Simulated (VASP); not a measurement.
# MgF2 (P4_2/mnm) in VASP: settings compared

The runs below take MgF2 through single point, with PBE, r2SCAN.

All numbers are computed with VASP 6.6.1; they aren't measurements. Logs are shortened: lines on timing, memory, paths and dates and some standing lists are left out, and cuts for length are marked.

## (1) The cell of the first run

It takes space group P4_2/mnm (No. 136, tetragonal). The conventional cell has a = 4.622 Å, b = 4.622 Å, c = 3.046 Å, α = 90.00°, β = 90.00°, γ = 90.00°. Mg (site symmetry mmm) has 6 F at 1.98 to 1.99 Å within 2.6 Å. F (site symmetry m2m) has 3 Mg at 1.98 to 1.99 Å and 1 F at 2.58 Å within 2.6 Å.

## (2) Single point, PBE

Contents of INCAR:

```
SYSTEM = MgF2
PREC = Accurate
ENCUT = 600
EDIFF = 1E-6
ISMEAR = 0
SIGMA = 0.01
LREAL = .False.
LASPH = .True.
NELM = 120
ALGO = Normal
ISIF = 2
LWAVE = .False.
LCHARG = .False.
GGA = PE
NBANDS = 25
GGA_COMPAT = .False.
```

Contents of KPOINTS:

```
Automatic mesh
0
Gamma
  4 4 6
  0 0 0
```

Contents of POSCAR:

```
MgF2
1.0
    4.6220162603      0.0000000000      0.0000000000
    0.0000000000      4.6220162603      0.0000000000
    0.0000000000      0.0000000000      3.0461115452
Mg F
2 4
Direct
    0.0000000000      0.0000000000      0.0000000000
    0.5000000000      0.5000000000      0.5000000000
    0.3029506052      0.3029506052      0.0000000000
    0.1970493948      0.8029506052      0.5000000000
    0.6970493948      0.6970493948      0.0000000000
    0.8029506052      0.1970493948      0.5000000000
```

Potentials or basis: VASP PAW PBE potentials, release 64 (Mg, F).

Command:

```sh
$ cat potpaw_PBE.64/Mg/POTCAR potpaw_PBE.64/F/POTCAR > POTCAR
$ mpirun -np 1 vasp_std > vasp.out
```

OUTCAR:

```text
SYSTEM = MgF2
   PREC = Accurate
   ENCUT = 600
   EDIFF = 1E-6
   ISMEAR = 0
   LREAL = .False.
   LASPH = .True.
   NELM = 120
   ISIF = 2
   GGA = PE

 ion  position               nearest neighbor table
   1  0.000  0.000  0.000-   3 1.98   5 1.98   4 1.99   6 1.99   4 1.99   6 1.99   2 3.61   2 3.61
                             2 3.61   2 3.61   2 3.61   2 3.61   2 3.61   2 3.61
   2  0.500  0.500  0.500-   4 1.98   6 1.98   5 1.99   3 1.99   3 1.99   5 1.99   1 3.61   1 3.61
                             1 3.61   1 3.61   1 3.61   1 3.61   1 3.61   1 3.61
   3  0.303  0.303  0.000-   1 1.98   2 1.99   2 1.99
   4  0.197  0.803  0.500-   2 1.98   1 1.99   1 1.99
   5  0.697  0.697  0.000-   1 1.98   2 1.99   2 1.99
   6  0.803  0.197  0.500-   2 1.98   1 1.99   1 1.99

  LATTYP: Found a simple tetragonal cell.
 ALAT       =     4.6220162603
 C/A-ratio  =     0.6590438834

  Lattice vectors:

 A1 = (   4.6220162603,   0.0000000000,   0.0000000000)
 A2 = (   0.0000000000,   4.6220162603,   0.0000000000)
 A3 = (   0.0000000000,   0.0000000000,   3.0461115452)

Analysis of symmetry for initial positions (statically):
=====================================================================
 Subroutine PRICEL returns:
 Original cell was already a primitive cell.

 Routine SETGRP: Setting up the symmetry group for a
 simple tetragonal supercell.

 Subroutine GETGRP returns: Found 16 space group operations
 (whereof  8 operations were pure point group operations)
 out of a pool of 16 trial point group operations.

The static configuration has the point symmetry D_2h.
 The point group associated with its full space group is D_4h.

Analysis of symmetry for dynamics (positions and initial velocities):
=====================================================================
 Subroutine PRICEL returns:
 Original cell was already a primitive cell.

 Routine SETGRP: Setting up the symmetry group for a
 simple tetragonal supercell.

 Subroutine GETGRP returns: Found 16 space group operations
 (whereof  8 operations were pure point group operations)
 out of a pool of 16 trial point group operations.

The dynamic configuration has the point symmetry D_2h.
 The point group associated with its full space group is D_4h.

 Subroutine INISYM returns: Found 16 space group operations
 (whereof  8 operations are pure point group operations),
 and found     1 'primitive' translations

[... 103 lines left out ...]
   EDIFFG = 0.1E-04   stopping-criterion for IOM
   NSW    =      0    number of steps for IOM
   IBRION =     -1    ionic relax: 0-MD 1-quasi-New 2-CG
   NFREE  =      0    steps in history (QN), initial steepest desc. (CG)
   ISIF   =      2    stress and relaxation
   ISYM   =      2    0-nonsym 1-usesym 2-fastsym
   POTIM  = 0.5000    time-step for ionic-motion
   TEBEG  =    0.0;   TEEND  =   0.0 temperature during run
   PSTRESS=    0.0 pullay stress
   NELECT =      32.0000    total number of electrons
   NUPDOWN=      -1.0000    fix difference up-down
   EMIN   =  10.00;   EMAX   =-10.00  energy-range for DOS
   EFERMI =   0.00;   METHOD = LEGACY
   ISMEAR =     0;   SIGMA  =   0.01  broadening in eV -4-tet -1-fermi 0-gaus
   EFERMI_NEDOS =   21; number of points for ismear=-14 and -15
   IALGO  =     38    algorithm
   IMIX   =      4    mixing-type and parameters
     AMIX     =   0.40;   BMIX     =  1.00
     AMIX_MAG =   1.60;   BMIX_MAG =  1.00
  volume/ion in A,a.u.               =      10.85        73.19
  Fermi-wavevector in a.u.,A,eV,Ry     =   1.292177  2.441860 22.717929  1.669721
  Thomas-Fermi vector in A             =   2.423901
   LORBIT       =      0    0 simple, 1 ext, 2 COOP (PROOUT), +10 PAW based schemes
   GGA     = PE    functional components
   LHFCALC =     F    Hartree Fock is set to
   AEXX    =    0.0000 exact exchange contribution
   IVDW    =     0    specifies the selected vdW correction
   LEPSILON=     F    determine dielectric tensor
   LRPA    =     F    only Hartree local field effects (RPA)
 non-spin polarized calculation
 Gauss-broadening in eV      SIGMA  =   0.01
  energy-cutoff  :      600.00
  volume of cell :       65.07
 maximum number of plane-waves:      2192
 NGX is ok and might be reduce to    40
   NGX = 19   NGY = 19   NGZ = 13

 number of electron      32.0000022 magnetization

 Free energy of the ion-electron system (eV)
  ---------------------------------------------------
  ext. energy  EPLUGINS =         0.00000000
  ---------------------------------------------------
  free energy    TOTEN  =       -31.51558953 eV

  energy without entropy =      -31.51558953  energy(sigma->0) =      -31.51558953

 E-fermi :  -1.0650     XC(G=0):  -9.7451

 val. band max:       -1.1939474968   @ k =   0.0000   0.0000   0.0000
 cond. band min:       5.9262868757   @ k =   0.0000   0.0000   0.0000
 fundamental gap:      7.1202343725
 Fermi energy:        -1.0649725878

 k-point     1 :       0.0000    0.0000    0.0000
  band No.  band energies     occupation
      1     -21.9531      2.00000
      2     -21.1461      2.00000
      3     -21.1461      2.00000
      4     -21.0523      2.00000
      5      -5.2815      2.00000
      6      -3.7041      2.00000
[... 661 lines left out ...]
     24      13.9175      0.00000
     25      16.8872      0.00000

------------------------ aborting loop because EDIFF is reached ----------------------------------------

  FORCE on cell =-STRESS in cart. coord.  units (eV):
  Direction    XX          YY          ZZ          XY          YZ          ZX
  --------------------------------------------------------------------------------------
  -------------------------------------------------------------------------------------
  Total        1.5077032      1.5077032      1.6803544      0.0000000      0.0000000      0.0000000
  in kB       37.1208309     37.1208309     41.3716397      0.0000000      0.0000000      0.0000000
  external PRESSURE =      38.5377671 kB  Pullay stress =       0.0000000 kB

 VOLUME and BASIS-vectors are now :
 -----------------------------------------------------------------------------
  energy-cutoff  :      600.00
  volume of cell :       65.07
      direct lattice vectors                 reciprocal lattice vectors
     4.622016260  0.000000000  0.000000000     0.216355794  0.000000000  0.000000000
     0.000000000  4.622016260  0.000000000     0.000000000  0.216355794  0.000000000
     0.000000000  0.000000000  3.046111545     0.000000000  0.000000000  0.328287387

 POSITION                                       TOTAL-FORCE (eV/Angst)
 -----------------------------------------------------------------------------------
      0.00000      0.00000      0.00000         0.000000     -0.000000      0.000000
      2.31101      2.31101      1.52306         0.000000     -0.000000      0.000000
      1.40024      1.40024      0.00000        -0.018040     -0.018040      0.000000
      0.91077      3.71125      1.52306         0.018040     -0.018040      0.000000
      3.22177      3.22177      0.00000         0.018040      0.018040     -0.000000
      3.71125      0.91077      1.52306        -0.018040      0.018040      0.000000
 -----------------------------------------------------------------------------------
    total drift:                                0.000000     -0.000000      0.000000

  FREE ENERGIE OF THE ION-ELECTRON SYSTEM (eV)
  ---------------------------------------------------
  free  energy   TOTEN  =       -31.5155895320 eV

  energy  without entropy=      -31.5155895320  energy(sigma->0) =      -31.51558953
```

OSZICAR:

```text
N       E                     dE             d eps       ncg     rms          rms(c)
DAV:   1     0.189159960334E+03    0.18916E+03   -0.19091E+04  1256   0.134E+03
DAV:   2    -0.249588912771E+02   -0.21412E+03   -0.20644E+03  1438   0.305E+02
DAV:   3    -0.340416538067E+02   -0.90828E+01   -0.90539E+01  1532   0.600E+01
DAV:   4    -0.340928315881E+02   -0.51178E-01   -0.51172E-01  1301   0.512E+00
DAV:   5    -0.340930877105E+02   -0.25612E-03   -0.25611E-03  1489   0.357E-01    0.100E+01
DAV:   6    -0.314660324920E+02    0.26271E+01   -0.81194E+00  1377   0.205E+01    0.298E+00
DAV:   7    -0.314852652421E+02   -0.19233E-01   -0.87097E-02  1234   0.194E+00    0.192E+00
DAV:   8    -0.315149556056E+02   -0.29690E-01   -0.57596E-02  1229   0.234E+00    0.210E-01
DAV:   9    -0.315150608958E+02   -0.10529E-03   -0.12054E-03  1534   0.247E-01    0.819E-02
DAV:  10    -0.315155900352E+02   -0.52914E-03   -0.49761E-04  1229   0.158E-01    0.192E-02
DAV:  11    -0.315155889584E+02    0.10768E-05   -0.90827E-06  1537   0.259E-02    0.390E-03
DAV:  12    -0.315155895320E+02   -0.57362E-06   -0.12009E-06   925   0.883E-03
   1 F= -.31515590E+02 E0= -.31515590E+02  d E =-.335985E-76
```

Wall time 39 s (1 thread of Intel Xeon 8259CL, shared host); peak memory 0.2 GiB.

What came out:

| Item | Value |
| --- | --- |
| Free energy | -31.5156 eV |
| Pressure | 3.9 GPa |
| Largest force | 0.026 eV/Å |
| Band gap on the k mesh | 7.12 eV |

Forces in eV/Å, atoms in the order of the input:
```
Mg   0.000  0.000  0.000
Mg   0.000  0.000  0.000
F   -0.018 -0.018  0.000
F    0.018 -0.018  0.000
F    0.018  0.018  0.000
F   -0.018  0.018  0.000
```

Stress tensor (GPa, compression positive):
```
3.71 0.00 0.00
0.00 3.71 0.00
0.00 0.00 4.14
```

Levels at points of the mesh, in eV from the valence-band top:
```tsv
k point	band 13	band 14	band 15	band 16	band 17	band 18	band 19	band 20
(0.00, 0.00, 0.00)	-0.73	-0.32	-0.32	0.00	7.12	12.28	12.28	13.76
(0.50, 0.00, 0.00)	-0.98	-0.98	-0.38	-0.38	9.53	9.53	13.53	13.53
(0.50, 0.50, 0.00)	-0.95	-0.95	-0.78	-0.78	11.24	11.24	11.32	11.32
(0.00, 0.00, 0.50)	-1.15	-1.15	-0.86	-0.86	11.88	11.88	14.99	14.99
(0.50, 0.00, 0.50)	-0.74	-0.74	-0.67	-0.67	12.78	12.78	13.50	13.50
(0.50, 0.50, 0.50)	-0.61	-0.61	-0.48	-0.48	13.33	13.33	13.35	13.35
```

Caveat: the cell stands under pressure.

## (3) Single point, r2SCAN

POSCAR is that of step 2.

Contents of INCAR.step1:

```
PREC = Accurate
ENCUT = 660
ISMEAR = 0
SIGMA = 0.01
LREAL = F
LASPH = T
NELM = 120
NBANDS = 25
GGA = PE
ALGO = Normal
EDIFF = 1E-5
LWAVE = T
LCHARG = F
GGA_COMPAT = F
```

Contents of INCAR.step2:

```
PREC = Accurate
ENCUT = 660
EDIFF = 1E-6
ISMEAR = 0
SIGMA = 0.01
LREAL = F
LASPH = T
NELM = 120
ALGO = Normal
ISIF = 2
LWAVE = F
LCHARG = T
METAGGA = R2SCAN
LMIXTAU = T
LELF = T
LVHAR = T
NBANDS = 25
ISTART = 1
GGA_COMPAT = F
```

Contents of KPOINTS:

```
Automatic mesh
0
Gamma
  4 4 6
```

Potentials or basis: VASP PAW PBE potentials, release 64 (Mg, F).

Command:

```sh
$ cat potpaw_PBE.64/Mg/POTCAR potpaw_PBE.64/F/POTCAR > POTCAR
$ cp INCAR.step1 INCAR
$ mpirun -np 1 vasp_std > vasp.out
$ cp INCAR.step2 INCAR
$ mpirun -np 1 vasp_std > vasp.out
```

Wall time 2.9 min (1 thread of Intel Xeon 8259CL, shared host); peak memory 0.23 GiB.

Results (log left out):

```
Free energy            : -43.8588 eV
Pressure               : -1.5 GPa
Largest force          : 0.007 eV/Å
Band gap on the k mesh : 8.03 eV
```

Forces on the atoms (eV/Å):
```
Mg   0.000  0.000  0.000
Mg   0.000  0.000  0.000
F    0.005  0.005  0.000
F   -0.005  0.005  0.000
F   -0.005 -0.005  0.000
F    0.005 -0.005  0.000
```

Stress tensor (GPa, compression positive):
```
-1.41  0.00  0.00
 0.00 -1.41  0.00
 0.00  0.00 -1.55
```

Levels at points of the mesh, in eV from the valence-band top:
| k point | band 12 | band 13 | band 14 | band 15 | band 16 | band 17 | band 18 | band 19 | band 20 | band 21 |
| --- | --- | --- | --- | --- | --- | --- | --- | --- | --- | --- |
| (0.00, 0.00, 0.00) | -1.23 | -0.72 | -0.32 | -0.32 | 0.00 | 8.03 | 13.27 | 13.27 | 14.81 | 15.44 |
| (0.50, 0.00, 0.00) | -1.38 | -0.98 | -0.98 | -0.38 | -0.38 | 10.47 | 10.47 | 14.56 | 14.56 | 16.68 |
| (0.50, 0.50, 0.00) | -1.28 | -0.95 | -0.95 | -0.79 | -0.79 | 12.23 | 12.23 | 12.33 | 12.33 | 18.63 |
| (0.00, 0.00, 0.50) | -1.43 | -1.16 | -1.16 | -0.86 | -0.86 | 12.88 | 12.88 | 16.07 | 16.07 | 16.45 |
| (0.50, 0.00, 0.50) | -1.36 | -0.74 | -0.74 | -0.68 | -0.68 | 13.79 | 13.79 | 14.59 | 14.59 | 16.99 |
| (0.50, 0.50, 0.50) | -1.40 | -0.62 | -0.62 | -0.48 | -0.48 | 14.28 | 14.28 | 14.55 | 14.55 | 15.70 |

Caveat: the PAW data sets were made with another functional, which shifts forces and pressure a little. r2SCAN opens gaps a little over a GGA but as a rule still falls short of measured ones.

## (4) Single point, r2SCAN

POSCAR is that of step 3.

Contents of INCAR.step1:

```
SYSTEM = MgF2
ALGO = Normal
EDIFF = 1E-5
ENCUT = 660
GGA = PE
GGA_COMPAT = .False.
ISMEAR = 0
LASPH = .True.
LCHARG = .False.
LREAL = .False.
LWAVE = .True.
NBANDS = 25
NELM = 120
PREC = Accurate
SIGMA = 0.01
```

Contents of INCAR.step2:

```
SYSTEM = MgF2
ALGO = Normal
EDIFF = 1E-6
ENCUT = 660
GGA_COMPAT = .False.
ISIF = 2
ISMEAR = 0
ISTART = 1
LASPH = .True.
LCHARG = .False.
LMIXTAU = .True.
LREAL = .False.
LWAVE = .False.
METAGGA = R2SCAN
NBANDS = 25
NELM = 120
PREC = Accurate
SIGMA = 0.01
```

Contents of KPOINTS:

```
k-points
0
Gamma
  4 4 6
  0 0 0
```

Command:

```sh
$ cat potpaw_PBE.64/Mg/POTCAR potpaw_PBE.64/F/POTCAR > POTCAR
$ cp INCAR.step1 INCAR
$ mpirun -np 1 vasp_std > vasp.out
$ cp INCAR.step2 INCAR
$ mpirun -np 1 vasp_std > vasp.out
```

It took 2.8 min on 1 thread of Intel Xeon 8259CL, shared host; peak memory 0.23 GiB.

The run converged. Its results:

```yaml
Free_energy: -43.8588 eV
Pressure: -1.5 GPa
Largest_force: 0.007 eV/Å
Band_gap_on_the_k_mesh: 8.03 eV
```

Forces in eV/Å, atoms in the order of the input:
```
Mg   0.000  0.000  0.000
Mg   0.000  0.000  0.000
F    0.005  0.005  0.000
F   -0.005  0.005  0.000
F   -0.005 -0.005  0.000
F    0.005 -0.005  0.000
```

Stress tensor (GPa, compression positive):
```
-1.41  0.00  0.00
 0.00 -1.41  0.00
 0.00  0.00 -1.55
```

Levels at points of the mesh, in eV from the valence-band top:
| k point | band 14 | band 15 | band 16 | band 17 | band 18 | band 19 |
| --- | --- | --- | --- | --- | --- | --- |
| (0.00, 0.00, 0.00) | -0.32 | -0.32 | 0.00 | 8.03 | 13.27 | 13.27 |
| (0.50, 0.00, 0.00) | -0.98 | -0.38 | -0.38 | 10.47 | 10.47 | 14.56 |
| (0.50, 0.50, 0.00) | -0.95 | -0.79 | -0.79 | 12.23 | 12.23 | 12.33 |
| (0.00, 0.00, 0.50) | -1.16 | -0.86 | -0.86 | 12.88 | 12.88 | 16.07 |
| (0.50, 0.00, 0.50) | -0.74 | -0.68 | -0.68 | 13.79 | 13.79 | 14.59 |
| (0.50, 0.50, 0.50) | -0.62 | -0.48 | -0.48 | 14.28 | 14.28 | 14.55 |

Caveat: the PAW data sets were made with another functional, which shifts forces and pressure a little. r2SCAN opens gaps a little over a GGA but as a rule still falls short of measured ones.
